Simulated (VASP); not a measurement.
# GaN (P6_3mc) in VASP: a series of runs

The runs below take GaN through single point, with r2SCAN.

Everything below comes from runs of VASP 6.6.1. Logs are shortened: lines on timing, memory, paths and dates and some standing lists are left out, and cuts for length are marked.

### 1 The cell of the first run

The structure is hexagonal, space group P6_3mc (No. 186). Conventional cell: a = 3.339 Å, b = 3.339 Å, c = 5.295 Å, α = 90.00°, β = 90.00°, γ = 120.00°. Ga (site symmetry 3m) has 4 N at 1.99 to 2.04 Å within 2.6 Å. N (site symmetry 3m) has 4 Ga at 1.99 to 2.04 Å within 2.6 Å.

### 2 Single point, r2SCAN (strain +0.050 along x and y, +0.025 along z)

Input file POSCAR:

```
GaN
1.0
    3.3389996435      0.0000000000      0.0000000000
   -1.6694998218      2.8916585145      0.0000000000
    0.0000000000      0.0000000000      5.2951500000
Ga N
2 2
Direct
    0.3333333333      0.6666666667      0.0000000000
    0.6666666667      0.3333333333      0.5000000000
    0.3333333333      0.6666666667      0.3750000000
    0.6666666667      0.3333333333      0.8750000000
```

Input file INCAR.step1:

```
SYSTEM = GaN
PREC = Accurate ; ENCUT = 520
ISMEAR = 0 ; SIGMA = 0.05
LREAL = .False. ; LASPH = .True.
NELM = 80 ; NBANDS = 26
GGA = PE ; ALGO = Normal
EDIFF = 1E-4 ; LWAVE = .True.
LCHARG = .False.
```

Input file INCAR.step2:

```
SYSTEM = GaN
PREC = Accurate ; ENCUT = 520
EDIFF = 1E-6 ; ISMEAR = 0
SIGMA = 0.05 ; LREAL = .False.
LASPH = .True. ; NELM = 80
ALGO = Normal ; ISIF = 2
LWAVE = .False. ; LCHARG = .False.
METAGGA = R2SCAN ; LMIXTAU = .True.
NBANDS = 26 ; ISTART = 1
```

Input file KPOINTS:

```
regular mesh
0
Gamma
  12 12 6
  0 0 0
```

Potentials or basis: VASP PAW PBE potentials, release 64 (Ga_d, N).

Started as:

```
> cat potpaw_PBE.64/Ga_d/POTCAR potpaw_PBE.64/N/POTCAR > POTCAR
> cp INCAR.step1 INCAR
> mpirun -np 1 vasp_std > vasp.out
> cp INCAR.step2 INCAR
> mpirun -np 1 vasp_std > vasp.out
```

OUTCAR:

```text
SYSTEM = GaN
   PREC = Accurate
   ENCUT = 520
   EDIFF = 1E-6
   ISMEAR = 0
   LREAL = .False.
   LASPH = .True.
   NELM = 80
   ISIF = 2
   METAGGA = R2SCAN
   ISTART = 1

 ion  position               nearest neighbor table
   1  0.333  0.667  0.000-   3 1.99   4 2.04   4 2.04   4 2.04
   2  0.667  0.333  0.500-   4 1.99   3 2.04   3 2.04   3 2.04
   3  0.333  0.667  0.375-   1 1.99   2 2.04   2 2.04   2 2.04
   4  0.667  0.333  0.875-   2 1.99   1 2.04   1 2.04   1 2.04

  LATTYP: Found a hexagonal cell.
 ALAT       =     3.3389996435
 C/A-ratio  =     1.5858492259

  Lattice vectors:

 A1 = (   3.3389996435,   0.0000000000,   0.0000000000)
 A2 = (  -1.6694998218,   2.8916585145,   0.0000000000)
 A3 = (   0.0000000000,   0.0000000000,   5.2951500000)

Analysis of symmetry for initial positions (statically):
=====================================================================
 Subroutine PRICEL returns:
 Original cell was already a primitive cell.

 Routine SETGRP: Setting up the symmetry group for a
 hexagonal supercell.

 Subroutine GETGRP returns: Found 12 space group operations
 (whereof  6 operations were pure point group operations)
 out of a pool of 24 trial point group operations.

The static configuration has the point symmetry C_3v.
 The point group associated with its full space group is C_6v.

Analysis of symmetry for dynamics (positions and initial velocities):
=====================================================================
 Subroutine PRICEL returns:
 Original cell was already a primitive cell.

 Routine SETGRP: Setting up the symmetry group for a
 hexagonal supercell.

 Subroutine GETGRP returns: Found 12 space group operations
 (whereof  6 operations were pure point group operations)
 out of a pool of 24 trial point group operations.

The dynamic configuration has the point symmetry C_3v.
 The point group associated with its full space group is C_6v.

 Subroutine INISYM returns: Found 12 space group operations
 (whereof  6 operations are pure point group operations),
 and found     1 'primitive' translations

----------------------------------------------------------------------------------------

                                     Primitive cell

  volume of cell :      51.1260

  direct lattice vectors                    reciprocal lattice vectors
     3.338999643  0.000000000  0.000000000     0.299490898  0.172911150  0.000000000
    -1.669499822  2.891658514  0.000000000     0.000000000  0.345822301  0.000000000
     0.000000000  0.000000000  5.295150000     0.000000000  0.000000000  0.188852063

  length of vectors
     3.338999643  3.338999644  5.295150000     0.345822301  0.345822301  0.188852063

  position of ions in fractional coordinates (direct lattice)
     0.333333333  0.666666667  0.000000000
     0.666666667  0.333333333  0.500000000
     0.333333333  0.666666667  0.375000000
     0.666666667  0.333333333  0.875000000

  ion indices of the primitive-cell ions
   primitive index   ion index
                 1           1
                 2           2
                 3           3
                 4           4

----------------------------------------------------------------------------------------

 KPOINTS: regular mesh

Automatic generation of k-mesh.
 Grid dimensions read from file:
 generate k-points for:   12   12    6

 Generating k-lattice:

  Cartesian coordinates                     Fractional coordinates (reciprocal lattice)
     0.024957575  0.014409263  0.000000000     0.083333333  0.000000000  0.000000000
     0.000000000  0.028818525  0.000000000     0.000000000  0.083333333  0.000000000
     0.000000000  0.000000000  0.031475344     0.000000000  0.000000000  0.166666667

  Length of vectors
     0.028818525  0.028818525  0.031475344

  Shift w.r.t. Gamma in fractional coordinates (k-lattice)
     0.000000000  0.000000000  0.000000000

 Subroutine IBZKPT returns following result:
 ===========================================

 Found     76 irreducible k-points:

 Following reciprocal coordinates:
            Coordinates               Weight
  0.000000  0.000000  0.000000      1.000000
  0.083333  0.000000  0.000000      6.000000
  0.166667 -0.000000  0.000000      6.000000
  0.250000  0.000000  0.000000      6.000000
  0.333333  0.000000  0.000000      6.000000
  0.416667 -0.000000  0.000000      6.000000
[... 16 lines left out ...]
  0.250000  0.000000  0.166667     12.000000
  0.333333  0.000000  0.166667     12.000000
 [... further k-points ...]
   k-points           NKPTS =     76   k-points in BZ     NKDIM =     76   number of bands    NBANDS=     26
   number of dos      NEDOS =    301   number of ions     NIONS =      4
   total plane-waves  NPLWV =  31360
   dimension x,y,z NGX =    28 NGY =   28 NGZ =   40
   dimension x,y,z NGXF=    56 NGYF=   56 NGZF=   80
   ions per type =               2   2
   NGX,Y,Z   is equivalent  to a cutoff of  13.94, 13.94, 12.56 a.u.
   NGXF,Y,Z  is equivalent  to a cutoff of  27.88, 27.88, 25.12 a.u.
 SYSTEM =  GaN
   PREC   = accura    normal or accurate (medium, high low for compatibility)
   ISTART =      1    job   : 0-new  1-cont  2-samecut
   ICHARG =      0    charge: 1-file 2-atom 10-const
   ISPIN  =      1    spin polarized calculation?
   LNONCOLLINEAR =      F non collinear calculations
   LSORBIT =      F    spin-orbit coupling
   LASPH  =      T    aspherical Exc in radial PAW
   ENCUT  =  520.0 eV  38.22 Ry    6.18 a.u.   6.21  6.21  9.85*2*pi/ulx,y,z
   NELM   =     80;   NELMIN=  2; NELMDL=  0     # of ELM steps
   EDIFF  = 0.1E-05   stopping-criterion for ELM
   LREAL  =      F    real-space projection
   EDIFFG = 0.1E-04   stopping-criterion for IOM
   NSW    =      0    number of steps for IOM
   IBRION =     -1    ionic relax: 0-MD 1-quasi-New 2-CG
   NFREE  =      0    steps in history (QN), initial steepest desc. (CG)
   ISIF   =      2    stress and relaxation
   ISYM   =      2    0-nonsym 1-usesym 2-fastsym
   POTIM  = 0.5000    time-step for ionic-motion
   TEBEG  =    0.0;   TEEND  =   0.0 temperature during run
   PSTRESS=    0.0 pullay stress
   NELECT =      36.0000    total number of electrons
   NUPDOWN=      -1.0000    fix difference up-down
   EMIN   =  10.00;   EMAX   =-10.00  energy-range for DOS
   EFERMI =   0.00;   METHOD = LEGACY
   ISMEAR =     0;   SIGMA  =   0.05  broadening in eV -4-tet -1-fermi 0-gaus
   EFERMI_NEDOS =   21; number of points for ismear=-14 and -15
   IALGO  =     38    algorithm
   IMIX   =      4    mixing-type and parameters
     AMIX     =   0.40;   BMIX     =  1.00
     AMIX_MAG =   1.60;   BMIX_MAG =  1.00
  volume/ion in A,a.u.               =      12.78        86.25
  Fermi-wavevector in a.u.,A,eV,Ry     =   1.456448  2.752288 28.861251  2.121242
  Thomas-Fermi vector in A             =   2.573365
   LORBIT       =      0    0 simple, 1 ext, 2 COOP (PROOUT), +10 PAW based schemes
   METAGGA = R2SCAN    functional components
   LHFCALC =     F    Hartree Fock is set to
   AEXX    =    0.0000 exact exchange contribution
   IVDW    =     0    specifies the selected vdW correction
   LEPSILON=     F    determine dielectric tensor
   LRPA    =     F    only Hartree local field effects (RPA)
 non-spin polarized calculation
 Gauss-broadening in eV      SIGMA  =   0.05
  energy-cutoff  :      520.00
  volume of cell :       51.13
 maximum number of plane-waves:      1412
 NGX is ok and might be reduce to    28
   NGX = 13   NGY = 13   NGZ = 19

 number of electron      35.9999989 magnetization

 Free energy of the ion-electron system (eV)
  ---------------------------------------------------
  ext. energy  EPLUGINS =         0.00000000
  ---------------------------------------------------
  free energy    TOTEN  =       -43.48220438 eV

  energy without entropy =      -43.48220438  energy(sigma->0) =      -43.48220438

 E-fermi :   4.1022     XC(G=0): -11.9876

 val. band max:        3.8982406091   @ k =   0.0000   0.0000   0.0000
 cond. band min:       5.4622013406   @ k =   0.0000   0.0000   0.0000
 fundamental gap:      1.5639607315
 Fermi energy:         4.1021664453

 k-point     1 :       0.0000    0.0000    0.0000
  band No.  band energies     occupation
      1     -11.9710      2.00000
      2     -11.3113      2.00000
      3      -9.8974      2.00000
      4      -9.8792      2.00000
      5      -9.8791      2.00000
      6      -9.8274      2.00000
[... 18 lines left out ...]
     25      15.3891      0.00000
     26      15.3892      0.00000

 k-point     2 :       0.0833    0.0000    0.0000
  band No.  band energies     occupation
      1     -11.9198      2.00000
      2     -11.3010      2.00000
      3      -9.8900      2.00000
      4      -9.8725      2.00000
      5      -9.8546      2.00000
      6      -9.8213      2.00000
[... 18 lines left out ...]
     25      15.2166      0.00000
     26      15.5320      0.00000

 k-point     3 :       0.1667   -0.0000    0.0000
  band No.  band energies     occupation
      1     -11.7838      2.00000
      2     -11.2760      2.00000
      3      -9.8720      2.00000
      4      -9.8561      2.00000
      5      -9.8115      2.00000
      6      -9.7923      2.00000
[... 18 lines left out ...]
     25      15.4137      0.00000
     26      15.8810      0.00000

 k-point     4 :       0.2500    0.0000    0.0000
  band No.  band energies     occupation
      1     -11.6113      2.00000
      2     -11.2485      2.00000
      3      -9.8529      2.00000
      4      -9.8396      2.00000
      5      -9.7854      2.00000
      6      -9.7577      2.00000
[... 18 lines left out ...]
     25      15.4114      0.00000
     26      16.3484      0.00000
[... 496 lines left out ...]
      1     -11.7272      2.00000
      2     -11.2867      2.00000
      3      -9.8685      2.00000
      4      -9.8533      2.00000
      5      -9.8153      2.00000
      6      -9.7979      2.00000
[... 18 lines left out ...]
     25      14.9055      0.00000
     26      15.6749      0.00000

 k-point    23 :       0.2500    0.0000    0.1667
  band No.  band energies     occupation
      1     -11.5671      2.00000
      2     -11.2540      2.00000
      3      -9.8527      2.00000
      4      -9.8345      2.00000
      5      -9.7935      2.00000
      6      -9.7634      2.00000
[... 18 lines left out ...]
     25      15.0605      0.00000
     26      16.1828      0.00000

 k-point    24 :       0.3333    0.0000    0.1667
  band No.  band energies     occupation
      1     -11.4303      2.00000
      2     -11.2297      2.00000
      3      -9.8422      2.00000
      4      -9.8228      2.00000
      5      -9.7737      2.00000
      6      -9.7300      2.00000
[... 18 lines left out ...]
     25      15.3286      0.00000
     26      16.7530      0.00000

 [... further k-points ...]
[... 5 lines left out ...]
  --------------------------------------------------------------------------------------
  -------------------------------------------------------------------------------------
  Total       -6.2820557     -6.2820557     -3.6733426      0.0000000      0.0000000      0.0000000
  in kB     -196.8660022   -196.8660022   -115.1145915      0.0000000      0.0000000      0.0000000
  external PRESSURE =    -169.6155320 kB  Pullay stress =       0.0000000 kB

 VOLUME and BASIS-vectors are now :
 -----------------------------------------------------------------------------
  energy-cutoff  :      520.00
  volume of cell :       51.13
      direct lattice vectors                 reciprocal lattice vectors
     3.338999643  0.000000000  0.000000000     0.299490898  0.172911150  0.000000000
    -1.669499822  2.891658514  0.000000000     0.000000000  0.345822301  0.000000000
     0.000000000  0.000000000  5.295150000     0.000000000  0.000000000  0.188852063

 POSITION                                       TOTAL-FORCE (eV/Angst)
 -----------------------------------------------------------------------------------
     -0.00000      1.92777      0.00000        -0.000000     -0.000000     -0.241366
      1.66950      0.96389      2.64757        -0.000000      0.000000     -0.241366
     -0.00000      1.92777      1.98568         0.000000     -0.000000      0.241366
      1.66950      0.96389      4.63326         0.000000     -0.000000      0.241366
 -----------------------------------------------------------------------------------
    total drift:                                0.000000      0.000001      0.011359

  FREE ENERGIE OF THE ION-ELECTRON SYSTEM (eV)
  ---------------------------------------------------
  free  energy   TOTEN  =       -43.4822043781 eV

  energy  without entropy=      -43.4822043781  energy(sigma->0) =      -43.48220438
```

Run time: 3.9 min. Hardware: 1 thread of Intel Xeon Platinum 8559C (Emerald Rapids), shared host; peak memory 0.24 GiB.

What came out:

```yaml
Free_energy: -43.4822 eV
Pressure: -17.0 GPa
Largest_force: 0.241 eV/Å
Band_gap_on_the_k_mesh: 1.56 eV
```

Forces in eV/Å, atoms in the order of the input:
```
Ga   0.000  0.000 -0.241
Ga   0.000  0.000 -0.241
N    0.000  0.000  0.241
N    0.000  0.000  0.241
```

Stress tensor (GPa, compression positive):
```
-19.69   0.00   0.00
  0.00 -19.69   0.00
  0.00   0.00 -11.51
```

Levels at points of the mesh, in eV from the valence-band top:
```csv
k point,band 16,band 17,band 18,band 19,band 20,band 21
"(0.00, 0.00, 0.00)",0.00,0.00,0.00,1.56,3.84,9.43
"(0.50, 0.00, 0.00)",-2.52,-1.97,-0.82,5.04,5.37,6.41
"(0.00, 0.00, 0.50)",-0.53,-0.53,-0.53,3.93,3.93,8.68
"(0.50, 0.00, 0.50)",-1.75,-1.65,-1.65,4.52,4.52,7.74
```

Caveat: the cell differs from its parent crystal (strain +0.050 along x and y, +0.025 along z); the cell stands under tension; the PAW data sets were made with another functional, which shifts forces and pressure a little.

[end of part 1 of 2]
